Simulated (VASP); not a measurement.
# MgO (P6_3/mmc) in VASP: notebook, part 2 of 2

VASP 6.6.1.

## (3) Single point, PBEsol

This run uses another cell than the first one, of the same volume but with other edges.

Input file INCAR:

```
SYSTEM = MgO
ALGO = Normal ; EDIFF = 1E-6
ENCUT = 520 ; GGA = PS
ISIF = 2 ; ISMEAR = 0
LASPH = .TRUE. ; LCHARG = .FALSE.
LREAL = .FALSE. ; LWAVE = .FALSE.
NBANDS = 16 ; NELM = 80
PREC = Accurate ; SIGMA = 0.05
```

Input file KPOINTS:

```
k-points
0
G
  9 9 6
  0 0 0
```

Input file POSCAR:

```
MgO
1.0
    3.4365000000      0.0000000000      0.0000000000
   -1.7182500000      2.9760963001      0.0000000000
    0.0000000000      0.0000000000      3.9850000000
Mg O
2 2
Direct
    0.6666666667      0.3333333333      0.7500000000
    0.3333333333      0.6666666667      0.2500000000
    0.6666666667      0.3333333333      0.2500000000
    0.3333333333      0.6666666667      0.7500000000
```

Potentials or basis: VASP PAW PBE potentials, release 64 (Mg, O).

Launch:

```sh
> cat potpaw_PBE.64/Mg/POTCAR potpaw_PBE.64/O/POTCAR > POTCAR
> mpirun -np 1 vasp_std > vasp.out
```

OUTCAR:

```text
SYSTEM = MgO
   EDIFF = 1E-6
   ENCUT = 520
   GGA = PS
   ISIF = 2
   ISMEAR = 0
   LASPH = .TRUE.
   LREAL = .FALSE.
   NELM = 80
   PREC = Accurate

 ion  position               nearest neighbor table
   1  0.667  0.333  0.750-   4 1.98   4 1.98   4 1.98   3 1.99   3 1.99   2 2.81   2 2.81   2 2.81
                             2 2.81   2 2.81   2 2.81
   2  0.333  0.667  0.250-   3 1.98   3 1.98   3 1.98   4 1.99   4 1.99   1 2.81   1 2.81   1 2.81
                             1 2.81   1 2.81   1 2.81
   3  0.667  0.333  0.250-   2 1.98   2 1.98   2 1.98   1 1.99   1 1.99
[... 662 lines left out ...]
  --------------------------------------------------------------------------------------
  -------------------------------------------------------------------------------------
  Total        2.5317899      2.5317899      5.3044825      0.0000000      0.0000000      0.0000000
  in kB       99.5283027     99.5283027    208.5268351      0.0000000      0.0000000      0.0000000
  external PRESSURE =     135.8611468 kB  Pullay stress =       0.0000000 kB

 VOLUME and BASIS-vectors are now :
 -----------------------------------------------------------------------------
  energy-cutoff  :      520.00
  volume of cell :       40.76
      direct lattice vectors                 reciprocal lattice vectors
     3.436500000  0.000000000  0.000000000     0.290993744  0.168005316  0.000000000
    -1.718250000  2.976096300  0.000000000     0.000000000  0.336010632  0.000000000
     0.000000000  0.000000000  3.985000000     0.000000000  0.000000000  0.250941029

 POSITION                                       TOTAL-FORCE (eV/Angst)
 -----------------------------------------------------------------------------------
      1.71825      0.99203      2.98875        -0.000000     -0.000000      0.000000
     -0.00000      1.98406      0.99625         0.000000      0.000000      0.000000
      1.71825      0.99203      0.99625        -0.000000     -0.000000      0.000000
     -0.00000      1.98406      2.98875         0.000000      0.000000      0.000000
 -----------------------------------------------------------------------------------
    total drift:                                0.000000     -0.000000      0.000000

  FREE ENERGIE OF THE ION-ELECTRON SYSTEM (eV)
  ---------------------------------------------------
  free  energy   TOTEN  =       -24.5915455248 eV

  energy  without entropy=      -24.5915455248  energy(sigma->0) =      -24.59154552
```

OSZICAR:

```text
N       E                     dE             d eps       ncg     rms          rms(c)
DAV:   1     0.561863594420E+02    0.56186E+02   -0.75494E+03  1544   0.890E+02
DAV:   2    -0.251345997109E+02   -0.81321E+02   -0.75242E+02  2168   0.198E+02
DAV:   3    -0.283722805850E+02   -0.32377E+01   -0.32302E+01  1728   0.401E+01
DAV:   4    -0.283842346850E+02   -0.11954E-01   -0.11954E-01  1928   0.283E+00
DAV:   5    -0.283842933402E+02   -0.58655E-04   -0.58655E-04  1720   0.189E-01    0.107E+01
DAV:   6    -0.247054116080E+02    0.36789E+01   -0.88058E+00  1632   0.235E+01    0.331E+00
DAV:   7    -0.246329242958E+02    0.72487E-01   -0.13846E-01  1608   0.296E+00    0.207E+00
DAV:   8    -0.245935812766E+02    0.39343E-01   -0.82599E-02  1696   0.301E+00    0.479E-01
DAV:   9    -0.245911413748E+02    0.24399E-02   -0.59738E-03  1832   0.682E-01    0.108E-01
DAV:  10    -0.245915422150E+02   -0.40084E-03   -0.37457E-04  1536   0.144E-01    0.230E-02
DAV:  11    -0.245915469596E+02   -0.47447E-05   -0.83184E-06  1872   0.216E-02    0.146E-02
DAV:  12    -0.245915456542E+02    0.13054E-05   -0.32139E-06  1544   0.153E-02    0.316E-03
DAV:  13    -0.245915455248E+02    0.12937E-06   -0.45424E-07   840   0.543E-03
   1 F= -.24591546E+02 E0= -.24591546E+02  d E =-.340360E-20
```

stdout:

```text
POSCAR found type information on POSCAR MgO
 POSCAR found :  2 types and       4 ions
 scaLAPACK will be used
 -----------------------------------------------------------------------------
|                                                                             |
|                                                                             |
|     You enforced a specific xc type in the INCAR file but a different       |
|     I HOPE YOU KNOW WHAT YOU ARE DOING!                                     |
|                                                                             |
 -----------------------------------------------------------------------------

 LDA part: xc-table for (Slater+PW92), standard interpolation
 POSCAR, INCAR and KPOINTS ok, starting setup
 FFT: planning ... GRIDC
 FFT: planning ... GRID_SOFT
 FFT: planning ... GRID
 WAVECAR not read
 entering main loop
```

Run time: 25 s. Hardware: 1 thread of AMD EPYC 7R43 (Zen 3), shared host; peak memory 0.14 GiB.

What came out:

| Item | Value |
| --- | --- |
| Free energy | -24.5915 eV |
| Pressure | 13.6 GPa |
| Band gap on the k mesh | 3.72 eV, direct |

Levels at points of the mesh, in eV from the valence-band top:
```tsv
k point	band 4	band 5	band 6	band 7	band 8	band 9	band 10	band 11	band 12	band 13
(0.00, 0.00, 0.00)	-1.93	-1.93	-0.84	-0.84	0.00	3.72	10.19	12.75	12.75	13.06
(0.00, 0.00, 0.50)	-2.58	-1.41	-1.41	-1.41	-1.41	6.81	6.81	13.10	13.10	13.10
```

Caveat: the PAW data sets were made with another functional, which shifts forces and pressure a little. A hybrid or GW would open this gap; PBEsol tends to underestimate it.

## (4) Single point, PBEsol

This run uses another cell than the first one, of the same volume but with other edges.

Input file INCAR:

```
SYSTEM = MgO
PREC = Accurate
ENCUT = 520
EDIFF = 1E-6
ISMEAR = 0
SIGMA = 0.05
LREAL = .False.
LASPH = .True.
NELM = 60
ALGO = Normal
ISIF = 2
LWAVE = .False.
LCHARG = .False.
GGA = PS
NBANDS = 16
```

Input file KPOINTS:

```
regular mesh
0
Gamma
  9 9 6
  0 0 0
```

Input file POSCAR:

```
MgO
1.0
    3.3783000000      0.0000000000      0.0000000000
   -1.6891500000      2.9256936216      0.0000000000
    0.0000000000      0.0000000000      4.1248000000
Mg O
2 2
Direct
    0.6666666667      0.3333333333      0.7500000000
    0.3333333333      0.6666666667      0.2500000000
    0.6666666667      0.3333333333      0.2500000000
    0.3333333333      0.6666666667      0.7500000000
```

Launch:

```sh
> cat potpaw_PBE.64/Mg/POTCAR potpaw_PBE.64/O/POTCAR > POTCAR
> mpirun -np 1 vasp_std > vasp.out
```

Wall time 25 s (1 thread of AMD EPYC 7R43 (Zen 3), shared host); peak memory 0.13 GiB.

It converged, with:

- Free energy: -24.6221 eV
- Pressure: 12.8 GPa
- Band gap on the k mesh: 3.69 eV, direct

Stress tensor (GPa, compression positive):
```
14.00  0.00  0.00
 0.00 14.00  0.00
 0.00  0.00 10.27
```

Levels at points of the mesh, in eV from the valence-band top:
```tsv
k point	band 4	band 5	band 6	band 7	band 8	band 9	band 10	band 11	band 12	band 13
(0.00, 0.00, 0.00)	-1.90	-1.90	-0.96	-0.96	0.00	3.69	9.93	12.53	13.04	13.04
(0.00, 0.00, 0.50)	-2.62	-1.45	-1.45	-1.45	-1.45	6.74	6.74	13.40	13.40	13.40
```

Caveat: the PAW data sets were made with another functional, which shifts forces and pressure a little.

## (5) Single point, PBEsol

This run uses another cell than the first one, of 10.51 Å³/atom, 1.033 times its volume.

Edit INCAR of step 4 so:

```diff
@@ -8,3 +8,3 @@
 LASPH = .True.
-NELM = 60
+NELM = 80
 ALGO = Normal
```

Input file KPOINTS:

```
Automatic mesh
0
Gamma
  9 9 6
  0 0 0
```

Input file POSCAR:

```
MgO
1.0
    3.3200000000      0.0000000000      0.0000000000
   -1.6600000000      2.8752043406      0.0000000000
    0.0000000000      0.0000000000      4.4044000000
Mg O
2 2
Direct
    0.6666666667      0.3333333333      0.7500000000
    0.3333333333      0.6666666667      0.2500000000
    0.6666666667      0.3333333333      0.2500000000
    0.3333333333      0.6666666667      0.7500000000
```

Launch:

```sh
> cat potpaw_PBE.64/Mg/POTCAR potpaw_PBE.64/O/POTCAR > POTCAR
> mpirun -np 1 vasp_std > vasp.out
```

Wall time 31 s (1 thread of AMD EPYC 7R43 (Zen 3), shared host); peak memory 0.15 GiB.

The run converged. Its results:

```yaml
Free_energy: -24.5295 eV
Pressure: 9.8 GPa
Band_gap_on_the_k_mesh: 3.46 eV, direct
```

Stress tensor (GPa, compression positive):
```
16.49  0.00  0.00
 0.00 16.49  0.00
 0.00  0.00 -3.53
```

Levels at points of the mesh, in eV from the valence-band top:
| k point | band 6 | band 7 | band 8 | band 9 | band 10 | band 11 |
| --- | --- | --- | --- | --- | --- | --- |
| (0.00, 0.00, 0.00) | -1.08 | -1.08 | 0.00 | 3.46 | 9.43 | 11.51 |
| (0.00, 0.00, 0.50) | -1.44 | -1.44 | -1.44 | 6.46 | 6.46 | 13.77 |

Caveat: the PAW data sets were made with another functional, which shifts forces and pressure a little.

## (6) Overview

| cell | gap on the mesh (eV) | pressure (GPa) |
| --- | --- | --- |
| a = 3.320, b = 3.320, c = 4.265 Å, angles 90.0, 90.0, 120.0°, 4 atoms | 3.66 | 14.1 |
| a = 3.437, b = 3.436, c = 3.985 Å, angles 90.0, 90.0, 120.0°, 4 atoms | 3.72 | 13.6 |
| a = 3.378, b = 3.378, c = 4.125 Å, angles 90.0, 90.0, 120.0°, 4 atoms | 3.69 | 12.8 |
| a = 3.320, b = 3.320, c = 4.404 Å, angles 90.0, 90.0, 120.0°, 4 atoms | 3.46 | 9.8 |

Alike in all rows: task single point; level PBEsol; potentials or basis VASP PAW PBE potentials, release 64 (Mg, O); no spin polarisation; k mesh 9 × 9 × 6; cutoff (eV) 520; smearing gaussian 0.05 eV.

Caveats: the PAW data sets were made with another functional, which shifts forces and pressure a little.

Absolute energies hang on the potentials; compare differences alone.
